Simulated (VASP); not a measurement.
# Al15Ni16 (a cell with a defect) in VASP: notebook, part 2 of 2

VASP 6.6.1.

## Step 4: Single point, PBE

The input, INCAR:

```
SYSTEM = Al15Ni16
PREC = Accurate
ENCUT = 520
EDIFF = 1E-6
ISMEAR = 1
SIGMA = 0.1
LREAL = Auto
LASPH = .TRUE.
NELM = 80
ALGO = Normal
ISIF = 2
LWAVE = .FALSE.
LCHARG = .FALSE.
GGA = PE
NBANDS = 124
```

The input, KPOINTS:

```
regular mesh
0
G
  2 2 2
  0 0 0
```

The input, POSCAR:

```
Al15Ni16
1.0
    0.0000000000      5.7836525300      5.7836525300
    5.7836525300      0.0000000000      5.7836525300
    5.7836525300      5.7836525300      0.0000000000
Al Ni
15 16
Direct
    0.1241736076      0.1253370593      0.1253482979
    0.3716566631      0.3779391982      0.3773876437
    0.1241934048      0.1254571391      0.6251247773
    0.3720321179      0.3779982440      0.8725806873
    0.1241678155      0.6252096718      0.1254986354
    0.3716227745      0.8728890565      0.3775968540
    0.3739911741      0.8757609441      0.8754122025
    0.6241722651      0.1254765040      0.1253210659
    0.8745437202      0.3753474104      0.3748242116
    0.6240944596      0.1253238323      0.6250367707
    0.8765057157      0.3776031649      0.8731829019
    0.6242362385      0.6253175621      0.1252176711
    0.8765957972      0.8730354173      0.3777331865
    0.6241128735      0.6255341207      0.6250247540
    0.8771046452      0.8728713341      0.8726823532
    0.0008372737     -0.0002855462     -0.0000756442
    0.2475581810      0.2510893406      0.2506043530
   -0.0009062612      0.0000481530      0.5004874489
    0.2485485586      0.2520933774      0.7498340326
    0.0003119136      0.5005850516     -0.0012428133
    0.2488960034      0.7503718416      0.2507728451
   -0.0011834217      0.5004405927      0.5011199212
    0.2493546237      0.7505418898      0.7501409321
    0.4997306607     -0.0001883758     -0.0010884990
    0.7491277316      0.2509411643      0.2511064578
    0.4981238041     -0.0003463209      0.5021598350
    0.7497032329      0.2509493771      0.7483903947
    0.4989001302      0.5021567228     -0.0008069295
    0.7496168688      0.7486384214      0.2509147105
    0.4992609748      0.5001623083      0.4997138028
    0.7497570052      0.7500671898      0.7505907344
```

Started as:

```console
> cat potpaw_PBE.64/Al/POTCAR potpaw_PBE.64/Ni/POTCAR > POTCAR
> mpirun -np 1 vasp_std > vasp.out
```

Wall time 19 min (1 thread of Intel Xeon Platinum 8488C (Sapphire Rapids), shared host); peak memory 0.68 GiB.

Results (log left out):

* Free energy: -161.5609 eV
* Pressure: -1.3 GPa
* Largest force: 0.020 eV/Å
* Band gap on the k mesh: zero (an odd number of electrons rules out a gap without spin polarisation)

Forces on the atoms (eV/Å):
```
Al  -0.003 -0.001  0.008
Al   0.005  0.001 -0.003
Al   0.010  0.002 -0.005
Al  -0.006  0.001  0.000
Al   0.002 -0.005  0.010
Al   0.002  0.000  0.001
Al  -0.002  0.002  0.004
Al  -0.006 -0.002 -0.002
Al   0.003 -0.008 -0.005
Al   0.003  0.003  0.001
Al  -0.001 -0.005 -0.002
Al  -0.003  0.000  0.005
Al   0.000  0.002 -0.007
Al   0.001  0.008 -0.003
Al   0.003 -0.001 -0.002
Ni   0.000  0.005 -0.001
Ni  -0.005 -0.002 -0.006
Ni  -0.005 -0.001  0.012
Ni  -0.015  0.009 -0.010
Ni   0.013  0.004 -0.012
Ni  -0.002 -0.007 -0.001
Ni  -0.015 -0.010  0.009
Ni   0.002  0.006  0.007
Ni   0.011 -0.002 -0.014
Ni  -0.002  0.007  0.005
Ni  -0.002  0.001  0.004
Ni   0.001  0.004  0.003
Ni   0.008  0.001 -0.002
Ni  -0.002  0.004  0.000
Ni   0.007  0.005  0.010
Ni   0.000 -0.017 -0.004
```

Levels at points of the mesh, in eV from the Fermi level:
```csv
k point,band 99,band 100,band 101,band 102,band 103,band 104,band 105,band 106
"(0.00, 0.00, 0.00)",-0.45,-0.45,-0.45,1.68,1.68,1.68,2.27,2.27
"(0.50, 0.00, 0.00)",-0.08,-0.08,-0.03,0.00,0.02,0.02,0.04,0.22
"(0.00, 0.50, 0.00)",-0.08,-0.08,-0.03,0.00,0.02,0.03,0.04,0.22
"(0.00, 0.00, 0.50)",-0.08,-0.08,-0.03,0.00,0.02,0.03,0.04,0.22
"(0.50, 0.50, 0.50)",-0.08,-0.08,-0.03,0.00,0.02,0.03,0.04,0.22
"(0.50, 0.50, 0.00)",-0.41,-0.39,-0.39,-0.29,-0.02,-0.02,0.05,0.05
"(0.00, 0.50, 0.50)",-0.41,-0.39,-0.39,-0.29,-0.02,-0.02,0.05,0.05
"(0.50, 0.00, 0.50)",-0.41,-0.39,-0.39,-0.29,-0.02,-0.02,0.05,0.05
```

Caveat: the k points lie up to 0.47 Å⁻¹ apart, too coarse for converged energies and pressures of a metal.

## Step 5: Single point, PBE

The input, INCAR:

```
SYSTEM = Al15Ni16
ALGO     = Normal         ! electronic algorithm
EDIFF    = 1E-6           ! SCF threshold, eV
ENCUT    = 520            ! plane-wave cutoff, eV
GGA      = PE             ! functional
ISIF     = 2              ! what is computed and relaxed
ISMEAR   = 1              ! smearing method
LASPH    = .TRUE.         ! aspherical terms in the spheres
LCHARG   = .FALSE.        ! write CHGCAR
LREAL    = Auto         
LWAVE    = .FALSE.        ! write WAVECAR
NBANDS   = 124            ! bands
NELM     = 80             ! most SCF steps
PREC     = Accurate       ! precision mode
SIGMA    = 0.1            ! smearing width, eV
```

The input, KPOINTS:

```
k-points
0
G
  2 2 2
  0 0 0
```

The input, POSCAR:

```
Al15Ni16
1.0
    0.0000000000      5.7836525300      5.7836525300
    5.7836525300      0.0000000000      5.7836525300
    5.7836525300      5.7836525300      0.0000000000
Al Ni
15 16
Direct
    0.1244125570      0.1251627749      0.1245052320
    0.1272765776      0.6228104958      0.6218740634
    0.1272271279      0.1275865893      0.6220663294
    0.3747950778      0.3751177113      0.8747308857
    0.1274190481      0.6223602613      0.1271187189
    0.3747699207      0.8750625965      0.3746737877
    0.3745165341      0.8750925948      0.8746757302
    0.6220741964      0.1275086973      0.1275375718
    0.8748735291      0.3748526539      0.3745267353
    0.6221854583      0.1276560956      0.6221621166
    0.8745368042      0.3747783929      0.8750719331
    0.6223629413      0.6221516561      0.1273031179
    0.8745750153      0.8750325117      0.3747413920
    0.6249328571      0.6250013259      0.6247890034
    0.8748937585      0.8749544468      0.8745980976
   -0.0000974298      0.0002774198      0.0003242761
    0.2498450577      0.2497743411      0.2493101016
    0.0001842261      0.0007791789      0.4974782778
    0.2495806919      0.2506915816      0.7496292313
    0.0009985904      0.4985701484     -0.0008279370
    0.2496914350      0.7500828374      0.2495256229
   -0.0005230259      0.4999345976      0.4999906175
    0.2517812909      0.7496659728      0.7486444729
    0.4981550128      0.0005087615      0.0003266967
    0.7491950766      0.2496239172      0.2502230195
    0.4995970946      0.0001915744      0.4998761570
    0.7488583516      0.2513087521      0.7500610518
    0.4997342052      0.4998229034     -0.0002913384
    0.7493747208      0.7491867773      0.2515643864
    0.5000479342      0.5002618129      0.4995899192
    0.7491112195      0.7494476851      0.7497198315
```

Potentials or basis: VASP PAW PBE potentials, release 64 (Al, Ni).

Started as:

```console
> cat potpaw_PBE.64/Al/POTCAR potpaw_PBE.64/Ni/POTCAR > POTCAR
> mpirun -np 1 vasp_std > vasp.out
```

OUTCAR:

```text
SYSTEM = Al15Ni16
   EDIFF = 1E-6
   ENCUT = 520
   GGA = PE
   ISIF = 2
   ISMEAR = 1
   LASPH = .TRUE.
   LREAL = Auto
   NELM = 80
   PREC = Accurate

 ion  position               nearest neighbor table
   1  0.124  0.125  0.125-  18 2.49  20 2.49  16 2.49  24 2.50  17 2.50  19 2.50  21 2.50  25 2.51
                            11 2.89   9 2.89   7 2.89  13 2.89   4 2.89   6 2.89
   2  0.127  0.623  0.622-  19 2.49  21 2.49  22 2.49  30 2.49  20 2.52  18 2.52  23 2.53  31 2.53
                             6 2.89  13 2.89   4 2.89  11 2.90  15 2.92
   3  0.127  0.128  0.622-  22 2.49  26 2.49  17 2.49  19 2.49  23 2.52  16 2.53  27 2.53  18 2.53
                             9 2.89   7 2.89   6 2.89  11 2.89  15 2.92
   4  0.375  0.375  0.875-  20 2.50  27 2.50  23 2.50  17 2.50  24 2.50  28 2.50  19 2.50  30 2.51
                             5 2.89  14 2.89  10 2.89   8 2.89   1 2.89   2 2.89
   5  0.127  0.622  0.127-  28 2.49  21 2.49  17 2.49  22 2.49  16 2.52  29 2.52  20 2.53  23 2.53
                             4 2.89   7 2.89   9 2.89  13 2.89  15 2.92
   6  0.375  0.875  0.375-  23 2.50  24 2.50  18 2.50  29 2.50  17 2.50  30 2.50  26 2.51  21 2.51
                             2 2.89   8 2.89   3 2.89  14 2.89  12 2.89   1 2.89
   7  0.375  0.875  0.875-  23 2.50  31 2.50  16 2.50  24 2.50  26 2.50  21 2.50  28 2.51  19 2.51
                             5 2.89   1 2.89   3 2.89  14 2.89  10 2.89  12 2.89
   8  0.622  0.128  0.128-  25 2.48  17 2.49  28 2.49  26 2.49  27 2.52  16 2.52  24 2.53  29 2.53
                            13 2.89  11 2.89   6 2.89   4 2.89  15 2.92
   9  0.875  0.375  0.375-  18 2.50  29 2.50  30 2.50  17 2.50  22 2.51  25 2.51  20 2.51  27 2.51
[... 31 lines left out ...]
  25  0.749  0.250  0.250-   8 2.48  10 2.48  12 2.49  13 2.50  11 2.51   9 2.51   1 2.51  18 2.88
                            26 2.89  16 2.89  28 2.89  30 2.89  20 2.90
  26  0.500  0.000  0.500-   8 2.49  10 2.49   3 2.49   7 2.50  13 2.50   6 2.51  14 2.51  23 2.88
                            25 2.89  29 2.89  31 2.89  19 2.89  17 2.89
  27  0.749  0.251  0.750-  14 2.50   4 2.50  11 2.50   9 2.51  15 2.51   8 2.52  10 2.53   3 2.53
                            28 2.88  22 2.89  30 2.89  16 2.90  24 2.90  18 2.91
  28  0.500  0.500  1.000-   5 2.49   8 2.49  12 2.49   4 2.50  11 2.50  14 2.50   7 2.51  27 2.88
                            31 2.89  23 2.89  17 2.89  25 2.89  21 2.89
  29  0.749  0.749  0.252-  14 2.49  13 2.50   9 2.50   6 2.50  15 2.52   5 2.52  12 2.53   8 2.53
                            30 2.88  22 2.88  26 2.89  16 2.90  24 2.91  20 2.91
  30  0.500  0.500  0.500-  12 2.49  10 2.49   2 2.49   6 2.50  14 2.50   9 2.50   4 2.51  29 2.88
                            23 2.88  27 2.89  25 2.89  19 2.89  21 2.89
[... 220 lines left out ...]
 Free energy of the ion-electron system (eV)
  ---------------------------------------------------
  ext. energy  EPLUGINS =         0.00000000
  ---------------------------------------------------
  free energy    TOTEN  =      -161.56109364 eV

  energy without entropy =     -161.49393950  energy(sigma->0) =     -161.53870892

 E-fermi :   9.2570     XC(G=0): -11.8268

 val. band max:        9.2525392780   @ k =   0.5000   0.5000   0.5000
 cond. band min:       9.2809076875   @ k =   0.0000   0.0000   0.5000
 fundamental gap:      0.0283684095
 Fermi energy:         9.2570445020

 k-point     1 :       0.0000    0.0000    0.0000
  band No.  band energies     occupation
      1      -1.4832      2.00000
      2       1.5202      2.00000
      3       1.5766      2.00000
      4       1.5783      2.00000
      5       1.5813      2.00000
      6       1.7645      2.00000
[... 925 lines left out ...]
    113      11.0282     -0.00000
    114      11.2605      0.00000
 [bands above 114 left out]

------------------------ aborting loop because EDIFF is reached ----------------------------------------

  FORCE on cell =-STRESS in cart. coord.  units (eV):
  Direction    XX          YY          ZZ          XY          YZ          ZX
  --------------------------------------------------------------------------------------
  -------------------------------------------------------------------------------------
  Total       -3.1592305     -3.1710715     -3.1686107      0.0195535      0.0052395      0.0095862
  in kB      -13.0814329    -13.1304628    -13.1202737      0.0809651      0.0216951      0.0396937
  external PRESSURE =     -13.1107232 kB  Pullay stress =       0.0000000 kB

 VOLUME and BASIS-vectors are now :
 -----------------------------------------------------------------------------
  energy-cutoff  :      520.00
  volume of cell :      386.93
      direct lattice vectors                 reciprocal lattice vectors
     0.000000000  5.783652530  5.783652530    -0.086450560  0.086450560  0.086450560
     5.783652530  0.000000000  5.783652530     0.086450560 -0.086450560  0.086450560
     5.783652530  5.783652530  0.000000000     0.086450560  0.086450560 -0.086450560

 POSITION                                       TOTAL-FORCE (eV/Angst)
 -----------------------------------------------------------------------------------
      1.44399      1.43965      1.44346        -0.004922      0.005128      0.001978
      7.19882      4.33283      4.33824        -0.006989      0.000691      0.001058
      4.33573      4.33365      1.47375         0.004238      0.000879      0.002151
      7.22869      7.22682      4.33723        -0.008679     -0.010570      0.002454
      4.33473      1.47216      4.33646         0.004778      0.004361     -0.005136
      7.22804      4.33452      7.22860        -0.004491     -0.007534     -0.002134
[... 23 lines left out ...]
      5.78279      5.78156      5.78544         0.000336      0.000350     -0.000475
      8.67066      8.66872      8.66714        -0.001403     -0.002782      0.001434
 -----------------------------------------------------------------------------------
    total drift:                               -0.008257     -0.023023     -0.004673

  FREE ENERGIE OF THE ION-ELECTRON SYSTEM (eV)
  ---------------------------------------------------
  free  energy   TOTEN  =      -161.5610936366 eV

  energy  without entropy=     -161.4939394999  energy(sigma->0) =     -161.53870892
```

stdout:

```text
POSCAR found type information on POSCAR AlNi
 POSCAR found :  2 types and      31 ions
 scaLAPACK will be used
 LDA part: xc-table for (Slater+PW92), standard interpolation
 POSCAR, INCAR and KPOINTS ok, starting setup
 FFT: planning ... GRIDC
 FFT: planning ... GRID_SOFT
 FFT: planning ... GRID
 WAVECAR not read
 entering main loop
```

Wall time 17 min (1 thread of Intel Xeon 6975P-C (Granite Rapids), shared host); peak memory 0.69 GiB.

What came out:

- Free energy: -161.5611 eV
- Pressure: -1.3 GPa
- Largest force: 0.021 eV/Å
- Band gap on the k mesh: zero (an odd number of electrons rules out a gap without spin polarisation)

Forces on the atoms (eV/Å):
```
Al  -0.005  0.005  0.002
Al  -0.007  0.001  0.001
Al   0.004  0.001  0.002
Al  -0.009 -0.011  0.002
Al   0.005  0.004 -0.005
Al  -0.004 -0.008 -0.002
Al   0.005  0.003  0.007
Al  -0.004  0.000 -0.005
Al   0.005  0.000  0.001
Al   0.005  0.004 -0.005
Al  -0.001 -0.001  0.008
Al   0.006 -0.001  0.000
Al  -0.002  0.009 -0.004
Al  -0.002 -0.006 -0.004
Al  -0.004 -0.003  0.000
Ni  -0.004  0.002  0.007
Ni   0.013 -0.001 -0.009
Ni   0.006  0.010  0.002
Ni  -0.012 -0.002 -0.013
Ni   0.012  0.002 -0.015
Ni  -0.001 -0.002  0.007
Ni  -0.009 -0.006  0.009
Ni   0.009  0.004 -0.006
Ni  -0.007 -0.005 -0.001
Ni   0.008  0.003  0.012
Ni   0.003  0.002 -0.011
Ni  -0.012 -0.006  0.016
Ni   0.008  0.006  0.009
Ni  -0.007 -0.001 -0.006
Ni   0.000  0.000  0.000
Ni  -0.001 -0.003  0.001
```

Levels at points of the mesh, in eV from the Fermi level:
```tsv
k point	band 98	band 99	band 100	band 101	band 102	band 103	band 104	band 105	band 106	band 107
(0.00, 0.00, 0.00)	-0.82	-0.45	-0.45	-0.45	1.68	1.68	1.68	2.27	2.28	2.28
(0.50, 0.00, 0.00)	-0.09	-0.08	-0.08	-0.03	-0.01	0.02	0.03	0.04	0.22	0.38
(0.00, 0.50, 0.00)	-0.09	-0.08	-0.08	-0.03	-0.01	0.02	0.03	0.04	0.22	0.38
(0.00, 0.00, 0.50)	-0.09	-0.08	-0.08	-0.03	-0.01	0.02	0.03	0.04	0.22	0.38
(0.50, 0.50, 0.50)	-0.09	-0.08	-0.08	-0.03	0.00	0.02	0.02	0.04	0.22	0.38
(0.50, 0.50, 0.00)	-0.48	-0.41	-0.39	-0.39	-0.29	-0.02	-0.02	0.05	0.05	1.08
(0.00, 0.50, 0.50)	-0.48	-0.41	-0.39	-0.39	-0.29	-0.02	-0.02	0.06	0.06	1.09
(0.50, 0.00, 0.50)	-0.48	-0.41	-0.39	-0.39	-0.29	-0.02	-0.02	0.05	0.06	1.09
```

Caveat: the k points lie up to 0.47 Å⁻¹ apart, too coarse for converged energies and pressures of a metal.

The gap in the log of VASP goes by the Fermi energy; the results here count the filled bands.